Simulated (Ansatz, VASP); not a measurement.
**AgI in VASP and in Ansatz**

File INCAR:

```
  ALGO = Normal
  EDIFF = 1E-6
  ENCUT = 500
  GGA = PE
  GGA_COMPAT = False
  ISIF = 2
  ISMEAR = 0
  LASPH = True
  LCHARG = False
  LREAL = False
  LWAVE = False
  NBANDS = 26
  NELM = 120
  PREC = Accurate
  SIGMA = 0.02
```

File KPOINTS:

```
k-points
0
Gamma
  6 6 4
```

File POSCAR:

```
AgI
1.0
    4.4754039147      0.0000000000      0.0000000000
   -2.2377019574      3.8758134823      0.0000000000
    0.0000000000      0.0000000000      7.3163814550
Ag I
2 2
Direct
    0.3333333333      0.6666666667      0.0027254708
    0.6666666667      0.3333333333      0.5027254708
    0.3333333333      0.6666666667      0.3771745292
    0.6666666667      0.3333333333      0.8771745292
```

Input for Ansatz:

```yaml
crystal:
  lattice:
    - [4.4754039147, 0.0, 0.0]
    - [-2.2377019574, 3.8758134823, 0.0]
    - [0.0, 0.0, 7.316381455]
  atoms:
    - { symbol: Ag, position: [0.3333333333, 0.6666666667, 0.0027254708] }
    - { symbol: Ag, position: [0.6666666667, 0.3333333333, 0.5027254708] }
    - { symbol: I, position: [0.3333333333, 0.6666666667, 0.3771745292] }
    - { symbol: I, position: [0.6666666667, 0.3333333333, 0.8771745292] }
basis:
  ecutwfc: 420
kpoints:
  mp_grid: { grid: [6, 6, 4] }
  band_path: { path: [VBM, CBM], npoints: 2 }
hamiltonian:
  xc: pbe
scf:
  occupations: { method: gaussian, width: 0.02 }
output:
  forces: true
  stress: true
  eigenvalues: true
checkpoint:
  read: start.run
  write: ck
  compress: false
  write_wavefunctions: false
  write_every: 100000
```

Alike in both runs: task single point; functional PBE; k mesh 6 × 6 × 4; occupations gaussian, width 0.02 eV; no spin polarisation.

|  | VASP | Ansatz |
| --- | --- | --- |
| version | VASP 6.6.1 | Ansatz 0.2.0 |
| potentials or method | VASP PAW PBE potentials, release 64 (Ag, I), cutoff 500 eV | scalar-relativistic, plane waves, PAW |
| valence electrons in the cell | 36 | 72 |

|  | VASP | Ansatz | Ansatz less VASP |
| --- | --- | --- | --- |
| gap on the k mesh at the Fermi level (eV) | 1.38 | 1.38 | -0.003 |
| least direct gap on the mesh (eV) | 1.38 | 1.38 | -0.003 |
| pressure (GPa) | 5.1 | 5.2 | +0.08 |
| traceless stress, the component that is largest in VASP (GPa) | 0.11 | 0.11 | 0.000 |

The functional is the same, so the differences come from potentials, cutoffs and numerics. VASP's potentials hold 36 valence electrons a cell and Ansatz's 72, so a difference there can come from the potentials and not from the codes.

Neither program's run includes spin-orbit coupling.
